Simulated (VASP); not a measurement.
# BN (F-43m) in VASP: further runs

Runs on BN. Level: PBE. Tasks: single point, relaxation of cell and atoms.

Program: VASP 6.6.1. These are calculated values, not measurements. Logs are shortened: lines on timing, memory, paths and dates and some standing lists are left out, and cuts for length are marked.

## (1) The cell of the first run

Symmetry: F-43m, No. 216, cubic system. Conventional cell: a = 3.742 Å, b = 3.742 Å, c = 3.742 Å, α = 90.00°, β = 90.00°, γ = 90.00°. Within 2.2 Å of B (site symmetry -43m) lie 4 N at 1.62 Å. N (site symmetry -43m) has 4 B at 1.62 Å within 2.2 Å.

## (2) Single point, PBE (volume scaled by 1.10)

INCAR

```
SYSTEM = BN
  PREC = Accurate
  ENCUT = 520
  EDIFF = 1E-6
  ISMEAR = 0
  SIGMA = 0.02
  LREAL = .FALSE.
  LASPH = .TRUE.
  NELM = 60
  ALGO = Normal
  ISIF = 2
  LWAVE = .FALSE.
  LCHARG = .FALSE.
  GGA = PE
  NBANDS = 11
```

KPOINTS

```
Automatic mesh
0
G
  12 12 12
  0 0 0
```

POSCAR

```
BN
1.0
    0.0000000000      1.8708513311      1.8708513311
    1.8708513311      0.0000000000      1.8708513311
    1.8708513311      1.8708513311      0.0000000000
B N
1 1
Direct
    0.0000000000      0.0000000000      0.0000000000
    0.7500000000      0.7500000000      0.7500000000
```

Potentials or basis: VASP PAW PBE potentials, release 64 (B, N).

Command:

```
cat potpaw_PBE.64/B/POTCAR potpaw_PBE.64/N/POTCAR > POTCAR
mpirun -np 1 vasp_std > vasp.out
```

OUTCAR:

```text
SYSTEM = BN
   PREC = Accurate
   ENCUT = 520
   EDIFF = 1E-6
   ISMEAR = 0
   LREAL = .FALSE.
   LASPH = .TRUE.
   NELM = 60
   ISIF = 2
   GGA = PE

 ion  position               nearest neighbor table
   1  0.000  0.000  0.000-   2 1.62   2 1.62   2 1.62   2 1.62
   2  0.750  0.750  0.750-   1 1.62   1 1.62   1 1.62   1 1.62

  LATTYP: Found a face centered cubic cell.
 ALAT       =     3.7417026622

  Lattice vectors:

 A1 = (   0.0000000000,   1.8708513311,   1.8708513311)
 A2 = (   1.8708513311,   0.0000000000,   1.8708513311)
 A3 = (   1.8708513311,   1.8708513311,   0.0000000000)

Analysis of symmetry for initial positions (statically):
=====================================================================
 Subroutine PRICEL returns:
 Original cell was already a primitive cell.

 Routine SETGRP: Setting up the symmetry group for a
 face centered cubic supercell.

 Subroutine GETGRP returns: Found 24 space group operations
 (whereof 24 operations were pure point group operations)
 out of a pool of 48 trial point group operations.

The static configuration has the point symmetry T_d .

Analysis of symmetry for dynamics (positions and initial velocities):
=====================================================================
 Subroutine PRICEL returns:
 Original cell was already a primitive cell.

 Routine SETGRP: Setting up the symmetry group for a
 face centered cubic supercell.

 Subroutine GETGRP returns: Found 24 space group operations
 (whereof 24 operations were pure point group operations)
 out of a pool of 48 trial point group operations.

The dynamic configuration has the point symmetry T_d .

 Subroutine INISYM returns: Found 24 space group operations
 (whereof 24 operations are pure point group operations),
 and found     1 'primitive' translations

----------------------------------------------------------------------------------------

                                     Primitive cell

  volume of cell :      13.0963

  direct lattice vectors                    reciprocal lattice vectors
     0.000000000  1.870851331  1.870851331    -0.267258008  0.267258008  0.267258008
     1.870851331  0.000000000  1.870851331     0.267258008 -0.267258008  0.267258008
     1.870851331  1.870851331  0.000000000     0.267258008  0.267258008 -0.267258008

  length of vectors
     2.645783326  2.645783326  2.645783326     0.462904449  0.462904449  0.462904449

  position of ions in fractional coordinates (direct lattice)
     0.000000000  0.000000000  0.000000000
     0.750000000  0.750000000  0.750000000

  ion indices of the primitive-cell ions
   primitive index   ion index
                 1           1
                 2           2

----------------------------------------------------------------------------------------

 KPOINTS: Automatic mesh

Automatic generation of k-mesh.
 Grid dimensions read from file:
 generate k-points for:   12   12   12

 Generating k-lattice:

  Cartesian coordinates                     Fractional coordinates (reciprocal lattice)
    -0.022271501  0.022271501  0.022271501     0.083333333  0.000000000  0.000000000
     0.022271501 -0.022271501  0.022271501     0.000000000  0.083333333  0.000000000
     0.022271501  0.022271501 -0.022271501     0.000000000  0.000000000  0.083333333

  Length of vectors
     0.038575371  0.038575371  0.038575371

  Shift w.r.t. Gamma in fractional coordinates (k-lattice)
     0.000000000  0.000000000  0.000000000

 Subroutine IBZKPT returns following result:
 ===========================================

 Found     72 irreducible k-points:

 Following reciprocal coordinates:
            Coordinates               Weight
  0.000000  0.000000  0.000000      1.000000
  0.083333  0.000000  0.000000      8.000000
  0.166667  0.000000  0.000000      8.000000
  0.250000  0.000000  0.000000      8.000000
  0.333333  0.000000  0.000000      8.000000
  0.416667  0.000000  0.000000      8.000000
[... 16 lines left out ...]
  0.500000  0.166667  0.000000     24.000000
 -0.416667  0.166667  0.000000     24.000000
 [... further k-points ...]
   k-points           NKPTS =     72   k-points in BZ     NKDIM =     72   number of bands    NBANDS=     11
   number of dos      NEDOS =    301   number of ions     NIONS =      2
   total plane-waves  NPLWV =   8000
   dimension x,y,z NGX =    20 NGY =   20 NGZ =   20
   dimension x,y,z NGXF=    40 NGYF=   40 NGZF=   40
   ions per type =               1   1
   NGX,Y,Z   is equivalent  to a cutoff of  12.57, 12.57, 12.57 a.u.
   NGXF,Y,Z  is equivalent  to a cutoff of  25.13, 25.13, 25.13 a.u.
 SYSTEM =  BN
   PREC   = accura    normal or accurate (medium, high low for compatibility)
   ISTART =      0    job   : 0-new  1-cont  2-samecut
   ICHARG =      2    charge: 1-file 2-atom 10-const
   ISPIN  =      1    spin polarized calculation?
   LNONCOLLINEAR =      F non collinear calculations
   LSORBIT =      F    spin-orbit coupling
   LASPH  =      T    aspherical Exc in radial PAW
   ENCUT  =  520.0 eV  38.22 Ry    6.18 a.u.   4.92  4.92  4.92*2*pi/ulx,y,z
   NELM   =     60;   NELMIN=  2; NELMDL= -5     # of ELM steps
   EDIFF  = 0.1E-05   stopping-criterion for ELM
   LREAL  =      F    real-space projection
   EDIFFG = 0.1E-04   stopping-criterion for IOM
   NSW    =      0    number of steps for IOM
   IBRION =     -1    ionic relax: 0-MD 1-quasi-New 2-CG
   NFREE  =      0    steps in history (QN), initial steepest desc. (CG)
   ISIF   =      2    stress and relaxation
   ISYM   =      2    0-nonsym 1-usesym 2-fastsym
   POTIM  = 0.5000    time-step for ionic-motion
   TEBEG  =    0.0;   TEEND  =   0.0 temperature during run
   PSTRESS=    0.0 pullay stress
   NELECT =       8.0000    total number of electrons
   NUPDOWN=      -1.0000    fix difference up-down
   EMIN   =  10.00;   EMAX   =-10.00  energy-range for DOS
   EFERMI =   0.00;   METHOD = LEGACY
   ISMEAR =     0;   SIGMA  =   0.02  broadening in eV -4-tet -1-fermi 0-gaus
   EFERMI_NEDOS =   21; number of points for ismear=-14 and -15
   IALGO  =     38    algorithm
   IMIX   =      4    mixing-type and parameters
     AMIX     =   0.40;   BMIX     =  1.00
     AMIX_MAG =   1.60;   BMIX_MAG =  1.00
  volume/ion in A,a.u.               =       6.55        44.19
  Fermi-wavevector in a.u.,A,eV,Ry     =   1.389064  2.624950 26.252420  1.929498
  Thomas-Fermi vector in A             =   2.513130
   LORBIT       =      0    0 simple, 1 ext, 2 COOP (PROOUT), +10 PAW based schemes
   GGA     = PE    functional components
   LHFCALC =     F    Hartree Fock is set to
   AEXX    =    0.0000 exact exchange contribution
   IVDW    =     0    specifies the selected vdW correction
   LEPSILON=     F    determine dielectric tensor
   LRPA    =     F    only Hartree local field effects (RPA)
 non-spin polarized calculation
 Gauss-broadening in eV      SIGMA  =   0.02
  energy-cutoff  :      520.00
  volume of cell :       13.10
 maximum number of plane-waves:       366
   NGX =  9   NGY =  9   NGZ =  9

 number of electron       8.0000002 magnetization

 Free energy of the ion-electron system (eV)
  ---------------------------------------------------
  ext. energy  EPLUGINS =         0.00000000
  ---------------------------------------------------
  free energy    TOTEN  =       -17.33486839 eV

  energy without entropy =      -17.33486839  energy(sigma->0) =      -17.33486839

 E-fermi :   6.2797     XC(G=0): -12.3188

 val. band max:        6.1824252686   @ k =   0.0000   0.0000   0.0000
 cond. band min:      10.5248041289   @ k =   0.5000   0.5000   0.0000
 fundamental gap:      4.3423788603
 Fermi energy:         6.2796672746

 k-point     1 :       0.0000    0.0000    0.0000
  band No.  band energies     occupation
      1     -12.9209      2.00000
      2       6.1824      2.00000
      3       6.1824      2.00000
      4       6.1824      2.00000
      5      14.5120      0.00000
      6      14.5120      0.00000
      7      14.5120      0.00000
      8      14.9022      0.00000
      9      29.0507      0.00000
     10      32.7236      0.00000
     11      32.7236      0.00000

 k-point     2 :       0.0833    0.0000    0.0000
  band No.  band energies     occupation
      1     -12.7658      2.00000
      2       5.3262      2.00000
      3       6.0214      2.00000
      4       6.0214      2.00000
      5      14.5046      0.00000
      6      14.7560      0.00000
      7      14.7560      0.00000
      8      15.6250      0.00000
      9      29.0246      0.00000
     10      30.6879      0.00000
     11      30.6879      0.00000

 k-point     3 :       0.1667    0.0000    0.0000
  band No.  band energies     occupation
      1     -12.3078      2.00000
      2       3.3709      2.00000
      3       5.6271      2.00000
      4       5.6271      2.00000
      5      14.6028      0.00000
      6      15.3290      0.00000
      7      15.3290      0.00000
      8      17.0461      0.00000
      9      28.7925      0.00000
     10      29.2423      0.00000
     11      29.2423      0.00000

 k-point     4 :       0.2500    0.0000    0.0000
  band No.  band energies     occupation
      1     -11.5724      2.00000
      2       1.0918      2.00000
      3       5.1682      2.00000
      4       5.1682      2.00000
      5      14.7499      0.00000
      6      15.8949      0.00000
      7      15.8949      0.00000
      8      18.4417      0.00000
      9      28.3495      0.00000
     10      28.8288      0.00000
     11      28.8288      0.00000
[... 239 lines left out ...]
 k-point    22 :       0.4167    0.1667    0.0000
  band No.  band energies     occupation
      1      -9.8272      2.00000
      2      -1.3748      2.00000
      3       3.2853      2.00000
      4       3.5278      2.00000
      5      14.1595      0.00000
      6      17.3710      0.00000
      7      18.1991      0.00000
      8      18.9399      0.00000
      9      25.3772      0.00000
     10      30.5056      0.00000
     11      33.0855      0.00000

 k-point    23 :       0.5000    0.1667    0.0000
  band No.  band energies     occupation
      1      -9.0021      2.00000
      2      -2.7409      2.00000
      3       2.7527      2.00000
      4       3.5894      2.00000
      5      14.5121      0.00000
      6      17.3023      0.00000
      7      18.0072      0.00000
      8      20.0622      0.00000
      9      25.7387      0.00000
     10      30.6277      0.00000
     11      32.2958      0.00000

 k-point    24 :      -0.4167    0.1667    0.0000
  band No.  band energies     occupation
      1      -8.8510      2.00000
      2      -2.9675      2.00000
      3       2.3917      2.00000
      4       3.8706      2.00000
      5      14.9314      0.00000
      6      17.1642      0.00000
      7      17.6543      0.00000
      8      20.5620      0.00000
      9      26.0156      0.00000
     10      30.2921      0.00000
     11      30.8778      0.00000

 [... further k-points ...]
[... 5 lines left out ...]
  --------------------------------------------------------------------------------------
  -------------------------------------------------------------------------------------
  Total       -2.4260152     -2.4260152     -2.4260152      0.0000000     -0.0000000     -0.0000000
  in kB     -296.7947897   -296.7947897   -296.7947897      0.0000000     -0.0000000     -0.0000000
  external PRESSURE =    -296.7947897 kB  Pullay stress =       0.0000000 kB

 VOLUME and BASIS-vectors are now :
 -----------------------------------------------------------------------------
  energy-cutoff  :      520.00
  volume of cell :       13.10
      direct lattice vectors                 reciprocal lattice vectors
     0.000000000  1.870851331  1.870851331    -0.267258008  0.267258008  0.267258008
     1.870851331  0.000000000  1.870851331     0.267258008 -0.267258008  0.267258008
     1.870851331  1.870851331  0.000000000     0.267258008  0.267258008 -0.267258008

 POSITION                                       TOTAL-FORCE (eV/Angst)
 -----------------------------------------------------------------------------------
      0.00000      0.00000      0.00000         0.000000      0.000000      0.000000
      2.80628      2.80628      2.80628        -0.000000     -0.000000     -0.000000
 -----------------------------------------------------------------------------------
    total drift:                                0.000000      0.000000     -0.000000

  FREE ENERGIE OF THE ION-ELECTRON SYSTEM (eV)
  ---------------------------------------------------
  free  energy   TOTEN  =       -17.3348683863 eV

  energy  without entropy=      -17.3348683863  energy(sigma->0) =      -17.33486839
```

Wall time 7.4 s (1 thread of Intel Xeon Platinum 8259CL at 2.50GHz (Skylake/Cascade Lake), shared host); peak memory 0.12 GiB.

What came out:

- Free energy: -17.3349 eV
- Pressure: -29.7 GPa
- Band gap on the k mesh: 4.34 eV, indirect (least direct gap 8.33 eV)

Caveat: the cell differs from its parent crystal (volume scaled by 1.10). A k mesh can miss the band edges.

## (3) Single point, PBE

This run uses another cell than the first one, of 5.95 Å³/atom, 0.909 times its volume.

INCAR

```
SYSTEM = BN
PREC = Accurate
ENCUT = 520
EDIFF = 1E-6
ISMEAR = 0
SIGMA = 0.02
LREAL = .FALSE.
LASPH = .TRUE.
NELM = 100
ALGO = Normal
ISIF = 2
LWAVE = .FALSE.
LCHARG = .FALSE.
GGA = PE
NBANDS = 11
```

KPOINTS

```
regular mesh
0
G
  12 12 12
  0 0 0
```

POSCAR

```
BN
1.0
    0.0000000000      1.8123485120      1.8123485120
    1.8123485120      0.0000000000      1.8123485120
    1.8123485120      1.8123485120      0.0000000000
B N
1 1
Direct
    0.0000000000      0.0000000000      0.0000000000
    0.7500000000      0.7500000000      0.7500000000
```

Potentials or basis: VASP PAW PBE potentials, release 64 (B, N).

Command:

```
cat potpaw_PBE.64/B/POTCAR potpaw_PBE.64/N/POTCAR > POTCAR
mpirun -np 1 vasp_std > vasp.out
```

It took 5.2 s on 1 thread of Intel Xeon Platinum 8488C (Sapphire Rapids), shared host; peak memory 0.11 GiB.

The run converged. Its results:

* Free energy: -17.4510 eV
* Pressure: 0.2 GPa
* Band gap on the k mesh: 4.45 eV, indirect (least direct gap 8.78 eV)

Levels at points of the mesh, in eV from the valence-band top:
```
           k point  band 1  band 2  band 3  band 4  band 5  band 6  band 7  band 8  band 9
(0.00, 0.00, 0.00)  -20.14    0.00    0.00    0.00    8.78    8.78    8.78   10.22   24.60
(0.50, 0.00, 0.00)  -15.96  -10.62   -1.93   -1.93   10.04   10.66   10.66   15.17   23.34
(0.50, 0.50, 0.00)  -14.61   -8.86   -4.86   -4.86    4.45    9.19   17.79   17.79   20.65
```

A k mesh can miss the band edges. A hybrid or GW would open this gap; PBE tends to underestimate it.

(Part 1 of 2 ends here.)
